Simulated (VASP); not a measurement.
# MnS (Fm-3m) in VASP: notebook

The runs below take MnS through single point, with PBEsol, PBE, BLYP, LDA.

Program: VASP 6.6.1. These are calculated values, not measurements. Logs are shortened: lines on timing, memory, paths and dates and some standing lists are left out, and cuts for length are marked.

## (1) The cell of the first run

It takes space group Fm-3m (No. 225, cubic). The conventional cell has a = 5.209 Å, b = 5.209 Å, c = 5.209 Å, α = 90.00°, β = 90.00°, γ = 90.00°. Mn (site symmetry m-3m) has 6 S at 2.60 Å within 3.4 Å. Within 3.4 Å of S (site symmetry m-3m) lie 6 Mn at 2.60 Å.

## (2) Single point, PBEsol, collinear spin, ferromagnetic start

The input, INCAR:

```
SYSTEM = MnS
ALGO     = Normal         ! electronic algorithm
EDIFF    = 1E-6           ! SCF threshold, eV
ENCUT    = 520            ! plane-wave cutoff, eV
GGA      = PS             ! functional
ISIF     = 2              ! what is computed and relaxed
ISMEAR   = -1             ! smearing method
ISPIN    = 2              ! spin polarisation
LASPH    = .True.         ! aspherical terms in the spheres
LCHARG   = .True.         ! write CHGCAR
LELF     = .True.         ! ELF
LMAXMIX  = 4              ! l up to which the mixer works
LORBIT   = 11             ! projections on sites
LREAL    = .False.        ! projectors in reciprocal space
LVHAR    = .True.       
LWAVE    = .False.        ! write WAVECAR
MAGMOM   = 4 0            ! initial moments
NBANDS   = 20             ! bands
NELM     = 150            ! most SCF steps
PREC     = Accurate       ! precision mode
SIGMA    = 0.05           ! smearing width, eV
```

The input, KPOINTS:

```
k-points
0
Gamma
  9 9 9
  0 0 0
```

The input, POSCAR:

```
MnS
1.0
    0.0000000000      2.6045000000      2.6045000000
    2.6045000000      0.0000000000      2.6045000000
    2.6045000000      2.6045000000      0.0000000000
Mn S
1 1
Direct
    0.0000000000      0.0000000000      0.0000000000
    0.5000000000      0.5000000000      0.5000000000
```

Potentials or basis: VASP PAW PBE potentials, release 64 (Mn_pv, S).

On the command line:

```bash
$ cat potpaw_PBE.64/Mn_pv/POTCAR potpaw_PBE.64/S/POTCAR > POTCAR
$ mpirun -np 1 vasp_std > vasp.out
```

OUTCAR:

```text
SYSTEM = MnS
   EDIFF = 1E-6
   ENCUT = 520
   GGA = PS
   ISIF = 2
   ISMEAR = -1
   ISPIN = 2
   LASPH = .True.
   LORBIT = 11
   LREAL = .False.
   NELM = 150
   PREC = Accurate

 ion  position               nearest neighbor table
   1  0.000  0.000  0.000-   2 2.60   2 2.60   2 2.60   2 2.60   2 2.60   2 2.60
   2  0.500  0.500  0.500-   1 2.60   1 2.60   1 2.60   1 2.60   1 2.60   1 2.60

  LATTYP: Found a face centered cubic cell.
 ALAT       =     5.2090000000

  Lattice vectors:

 A1 = (   0.0000000000,   2.6045000000,   2.6045000000)
 A2 = (   2.6045000000,   0.0000000000,   2.6045000000)
 A3 = (   2.6045000000,   2.6045000000,   0.0000000000)

Analysis of symmetry for initial positions (statically):
=====================================================================
 Subroutine PRICEL returns:
 Original cell was already a primitive cell.

 Routine SETGRP: Setting up the symmetry group for a
 face centered cubic supercell.

 Subroutine GETGRP returns: Found 48 space group operations
 (whereof 48 operations were pure point group operations)
 out of a pool of 48 trial point group operations.

The static configuration has the point symmetry O_h .

Analysis of symmetry for dynamics (positions and initial velocities):
=====================================================================
 Subroutine PRICEL returns:
 Original cell was already a primitive cell.

 Routine SETGRP: Setting up the symmetry group for a
 face centered cubic supercell.

 Subroutine GETGRP returns: Found 48 space group operations
 (whereof 48 operations were pure point group operations)
 out of a pool of 48 trial point group operations.

The dynamic configuration has the point symmetry O_h .

Analysis of structural, dynamic, and magnetic symmetry:
=====================================================================
 Subroutine PRICEL returns:
 Original cell was already a primitive cell.

 Routine SETGRP: Setting up the symmetry group for a
 face centered cubic supercell.

 Subroutine GETGRP returns: Found 48 space group operations
 (whereof 48 operations were pure point group operations)
 out of a pool of 48 trial point group operations.

The overall configuration has the point symmetry O_h .

 Subroutine INISYM returns: Found 48 space group operations
 (whereof 48 operations are pure point group operations),
 and found     1 'primitive' translations

----------------------------------------------------------------------------------------

                                     Primitive cell

  volume of cell :      35.3348

  direct lattice vectors                    reciprocal lattice vectors
     0.000000000  2.604500000  2.604500000    -0.191975427  0.191975427  0.191975427
     2.604500000  0.000000000  2.604500000     0.191975427 -0.191975427  0.191975427
     2.604500000  2.604500000  0.000000000     0.191975427  0.191975427 -0.191975427

  length of vectors
     3.683319223  3.683319223  3.683319223     0.332511194  0.332511194  0.332511194

  position of ions in fractional coordinates (direct lattice)
[... 8 lines left out ...]
----------------------------------------------------------------------------------------

 KPOINTS: k-points

Automatic generation of k-mesh.
 Grid dimensions read from file:
 generate k-points for:    9    9    9

 Generating k-lattice:

  Cartesian coordinates                     Fractional coordinates (reciprocal lattice)
    -0.021330603  0.021330603  0.021330603     0.111111111  0.000000000  0.000000000
     0.021330603 -0.021330603  0.021330603     0.000000000  0.111111111  0.000000000
     0.021330603  0.021330603 -0.021330603     0.000000000  0.000000000  0.111111111

  Length of vectors
     0.036945688  0.036945688  0.036945688

  Shift w.r.t. Gamma in fractional coordinates (k-lattice)
     0.000000000  0.000000000  0.000000000

 Subroutine IBZKPT returns following result:
 ===========================================

 Found     35 irreducible k-points:

 Following reciprocal coordinates:
            Coordinates               Weight
  0.000000  0.000000  0.000000      1.000000
  0.111111  0.000000  0.000000      8.000000
  0.222222  0.000000  0.000000      8.000000
  0.333333  0.000000  0.000000      8.000000
  0.444444  0.000000  0.000000      8.000000
  0.111111  0.111111  0.000000      6.000000
[... 16 lines left out ...]
 -0.333333  0.333333  0.000000     12.000000
  0.444444  0.444444  0.000000      6.000000
 [... further k-points ...]
   k-points           NKPTS =     35   k-points in BZ     NKDIM =     35   number of bands    NBANDS=     20
   number of dos      NEDOS =    301   number of ions     NIONS =      2
   total plane-waves  NPLWV =  21952
   dimension x,y,z NGX =    28 NGY =   28 NGZ =   28
   dimension x,y,z NGXF=    56 NGYF=   56 NGZF=   56
   ions per type =               1   1
   NGX,Y,Z   is equivalent  to a cutoff of  12.64, 12.64, 12.64 a.u.
   NGXF,Y,Z  is equivalent  to a cutoff of  25.28, 25.28, 25.28 a.u.
 SYSTEM =  MnS
   PREC   = accura    normal or accurate (medium, high low for compatibility)
   ISTART =      0    job   : 0-new  1-cont  2-samecut
   ICHARG =      2    charge: 1-file 2-atom 10-const
   ISPIN  =      2    spin polarized calculation?
   LNONCOLLINEAR =      F non collinear calculations
   LSORBIT =      F    spin-orbit coupling
   LASPH  =      T    aspherical Exc in radial PAW
   ENCUT  =  520.0 eV  38.22 Ry    6.18 a.u.   6.85  6.85  6.85*2*pi/ulx,y,z
   NELM   =    150;   NELMIN=  2; NELMDL= -5     # of ELM steps
   EDIFF  = 0.1E-05   stopping-criterion for ELM
   LREAL  =      F    real-space projection
[... 7 lines left out ...]
   TEBEG  =    0.0;   TEEND  =   0.0 temperature during run
   PSTRESS=    0.0 pullay stress
   NELECT =      19.0000    total number of electrons
   NUPDOWN=      -1.0000    fix difference up-down
   EMIN   =  10.00;   EMAX   =-10.00  energy-range for DOS
   EFERMI =   0.00;   METHOD = LEGACY
   ISMEAR =    -1;   SIGMA  =   0.05  broadening in eV -4-tet -1-fermi 0-gaus
   EFERMI_NEDOS =   21; number of points for ismear=-14 and -15
   IALGO  =     38    algorithm
   IMIX   =      4    mixing-type and parameters
     AMIX     =   0.40;   BMIX     =  1.00
     AMIX_MAG =   1.60;   BMIX_MAG =  1.00
  volume/ion in A,a.u.               =      17.67       119.23
  Fermi-wavevector in a.u.,A,eV,Ry     =   1.331246  2.515690 24.112464  1.772216
  Thomas-Fermi vector in A             =   2.460272
   LORBIT       =     11    0 simple, 1 ext, 2 COOP (PROOUT), +10 PAW based schemes
   GGA     = PS    functional components
   LHFCALC =     F    Hartree Fock is set to
   AEXX    =    0.0000 exact exchange contribution
   IVDW    =     0    specifies the selected vdW correction
   LEPSILON=     F    determine dielectric tensor
   LRPA    =     F    only Hartree local field effects (RPA)
 spin polarized calculation
  energy-cutoff  :      520.00
  volume of cell :       35.33
 maximum number of plane-waves:       963
   NGX = 13   NGY = 13   NGZ = 13

 number of electron      18.9999989 magnetization       4.6854117

 Free energy of the ion-electron system (eV)
  ---------------------------------------------------
  ext. energy  EPLUGINS =         0.00000000
  ---------------------------------------------------
  free energy    TOTEN  =       -14.85780778 eV

  energy without entropy =      -14.85094826  energy(sigma->0) =      -14.85437802

 E-fermi :   6.5171     XC(G=0): -10.8157

 val. band max:        6.4649418126   @ k =   0.3333   0.0000   0.0000
 cond. band min:       6.5199772108   @ k =   0.4444   0.3333   0.1111
 fundamental gap:      0.0550353982
 Fermi energy:         6.5171174928

 spin component 1

 k-point     1 :       0.0000    0.0000    0.0000
  band No.  band energies     occupation
      1     -43.9834      1.00000
      2     -43.9834      1.00000
      3     -43.9834      1.00000
      4      -8.0527      1.00000
      5       3.1648      1.00000
      6       3.1648      1.00000
[... 12 lines left out ...]
     19      18.2984      0.00000
     20      18.5961      0.00000

 k-point     2 :       0.1111    0.0000    0.0000
  band No.  band energies     occupation
      1     -43.9843      1.00000
      2     -43.9835      1.00000
      3     -43.9835      1.00000
      4      -7.9269      1.00000
      5       2.8473      1.00000
      6       2.8927      1.00000
[... 12 lines left out ...]
     19      17.7181      0.00000
     20      19.1213      0.00000

 k-point     3 :       0.2222    0.0000    0.0000
  band No.  band energies     occupation
      1     -43.9867      1.00000
      2     -43.9838      1.00000
      3     -43.9838      1.00000
      4      -7.5777      1.00000
      5       1.6760      1.00000
      6       2.3436      1.00000
[... 12 lines left out ...]
     19      17.6716      0.00000
     20      21.5151      0.00000

 k-point     4 :       0.3333    0.0000    0.0000
  band No.  band energies     occupation
      1     -43.9895      1.00000
      2     -43.9843      1.00000
      3     -43.9843      1.00000
      4      -7.1066      1.00000
      5       0.3689      1.00000
      6       1.9135      1.00000
[... 429 lines left out ...]
 k-point    23 :      -0.3333    0.3333    0.0000
  band No.  band energies     occupation
      1     -43.9890      1.00000
      2     -43.9888      1.00000
      3     -43.9855      1.00000
      4      -6.5117      1.00000
      5       0.5094      1.00000
      6       1.0932      1.00000
[... 12 lines left out ...]
     19      22.9650      0.00000
     20      24.2690      0.00000

 k-point    24 :       0.4444    0.4444    0.0000
  band No.  band energies     occupation
      1     -43.9907      1.00000
      2     -43.9864      1.00000
      3     -43.9864      1.00000
      4      -6.6102      1.00000
      5       0.5432      1.00000
      6       2.6435      1.00000
[... 12 lines left out ...]
     19      21.2260      0.00000
     20      21.2260      0.00000

 [... further k-points ...]

 spin component 2

 k-point     1 :       0.0000    0.0000    0.0000
  band No.  band energies     occupation
      1     -39.5269      1.00000
      2     -39.5269      1.00000
      3     -39.5269      1.00000
      4      -7.7316      1.00000
      5       4.9114      1.00000
      6       4.9114      1.00000
[... 12 lines left out ...]
     19      19.3917      0.00000
     20      20.2282      0.00000

 k-point     2 :       0.1111    0.0000    0.0000
  band No.  band energies     occupation
      1     -39.5282      1.00000
      2     -39.5271      1.00000
      3     -39.5271      1.00000
      4      -7.6114      1.00000
      5       4.0124      1.00000
      6       4.5478      1.00000
[... 12 lines left out ...]
     19      18.3027      0.00000
     20      20.4719      0.00000

 k-point     3 :       0.2222    0.0000    0.0000
  band No.  band energies     occupation
      1     -39.5316      1.00000
      2     -39.5276      1.00000
      3     -39.5276      1.00000
      4      -7.2796      1.00000
      5       2.4687      1.00000
      6       3.9495      1.00000
[... 12 lines left out ...]
     19      18.8337      0.00000
     20      22.1868      0.00000

 k-point     4 :       0.3333    0.0000    0.0000
  band No.  band energies     occupation
      1     -39.5354      1.00000
      2     -39.5281      1.00000
      3     -39.5281      1.00000
      4      -6.8374      1.00000
      5       1.0895      1.00000
      6       3.4770      1.00000
[... 429 lines left out ...]
 k-point    23 :      -0.3333    0.3333    0.0000
  band No.  band energies     occupation
      1     -39.5346      1.00000
      2     -39.5342      1.00000
      3     -39.5297      1.00000
      4      -6.2551      1.00000
      5       1.2782      1.00000
      6       1.6801      1.00000
[... 12 lines left out ...]
     19      23.9343      0.00000
     20      25.2331      0.00000

 k-point    24 :       0.4444    0.4444    0.0000
  band No.  band energies     occupation
      1     -39.5368      1.00000
      2     -39.5311      1.00000
      3     -39.5311      1.00000
      4      -6.3235      1.00000
      5       0.9977      1.00000
      6       3.3994      1.00000
[... 12 lines left out ...]
     19      21.6297      0.00000
     20      21.6297      0.00000

 [... further k-points ...]

------------------------ aborting loop because EDIFF is reached ----------------------------------------

  FORCE on cell =-STRESS in cart. coord.  units (eV):
  Direction    XX          YY          ZZ          XY          YZ          ZX
  --------------------------------------------------------------------------------------
  -------------------------------------------------------------------------------------
  Total       -1.5831726     -1.5831726     -1.5831726     -0.0000000      0.0000000     -0.0000000
  in kB      -71.7853413    -71.7853413    -71.7853413     -0.0000000      0.0000000     -0.0000000
  external PRESSURE =     -71.7853413 kB  Pullay stress =       0.0000000 kB

 VOLUME and BASIS-vectors are now :
 -----------------------------------------------------------------------------
  energy-cutoff  :      520.00
  volume of cell :       35.33
      direct lattice vectors                 reciprocal lattice vectors
     0.000000000  2.604500000  2.604500000    -0.191975427  0.191975427  0.191975427
     2.604500000  0.000000000  2.604500000     0.191975427 -0.191975427  0.191975427
     2.604500000  2.604500000  0.000000000     0.191975427  0.191975427 -0.191975427

 POSITION                                       TOTAL-FORCE (eV/Angst)
 -----------------------------------------------------------------------------------
      0.00000      0.00000      0.00000        -0.000000     -0.000000     -0.000000
      2.60450      2.60450      2.60450         0.000000      0.000000      0.000000
 -----------------------------------------------------------------------------------
    total drift:                               -0.000000      0.000000      0.000000

  FREE ENERGIE OF THE ION-ELECTRON SYSTEM (eV)
  ---------------------------------------------------
  free  energy   TOTEN  =       -14.8578077795 eV

  energy  without entropy=      -14.8509482624  energy(sigma->0) =      -14.85437802

 total charge

# of ion       s       p       d       tot
------------------------------------------
    1        0.218   6.166   4.928  11.312
    2        1.322   2.369   0.000   3.692
--------------------------------------------------
tot          1.540   8.535   4.928  15.004

 magnetization (x)

# of ion       s       p       d       tot
------------------------------------------
    1        0.051   0.039   4.141   4.230
    2        0.026   0.073   0.000   0.099
--------------------------------------------------
tot          0.077   0.112   4.141   4.329
```

It took 49 s on 1 thread of Intel Xeon Platinum 8259CL at 2.50GHz (Skylake/Cascade Lake), shared host; peak memory 0.19 GiB.

What came out:

| Item | Value |
| --- | --- |
| Free energy | -14.8578 eV |
| Pressure | -7.2 GPa |
| Net moment | 4.69 μB per cell |
| Site moments | Mn +4.23; S +0.10 μB |
| Valence electrons inside the program's atomic spheres | Mn 11.31; S 3.69 |

Caveat: the PAW data sets were made with another functional, which shifts forces and pressure a little; a cell with one magnetic atom can't hold antiferromagnetic order, which such compounds often take; semilocal functionals often make such compounds metallic where correlation or magnetic order opens a gap, which also shifts bond lengths. With open d or f shells a metallic result of PBEsol can be an artefact of self-interaction; +U or a hybrid may open a gap.

(Continued in part 2 of 2.)
